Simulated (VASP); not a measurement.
Here is a VASP 6.6.1 calculation.

The input INCAR:

```
PREC = Accurate
ENCUT = 520
EDIFF = 1E-7
ISMEAR = 0
SIGMA = 0.1
LREAL = False
LASPH = True
NELM = 100
ALGO = Fast
ISIF = 2
LWAVE = False
LCHARG = False
GGA = PE
NBANDS = 14
```

The input KPOINTS:

```
Automatic mesh
0
Gamma
  6 6 6
```

The input POSCAR:

```
Bi
1.0
    3.2839240147      0.0000000000      0.0000000000
    0.0000000000      3.2839240147      0.0000000000
    0.0000000000      0.0000000000      3.2672510883
Bi
1
Direct
    0.5000000000      0.5000000000      0.0000000000
```

Potentials or basis: VASP PAW PBE potentials, release 64 (Bi_d).

Run with:

```sh
$ cat potpaw_PBE.64/Bi_d/POTCAR > POTCAR
$ mpirun -np 1 vasp_std > vasp.out
```

(1) Predict the pressure.

Answers

(1) 0.0 GPa.
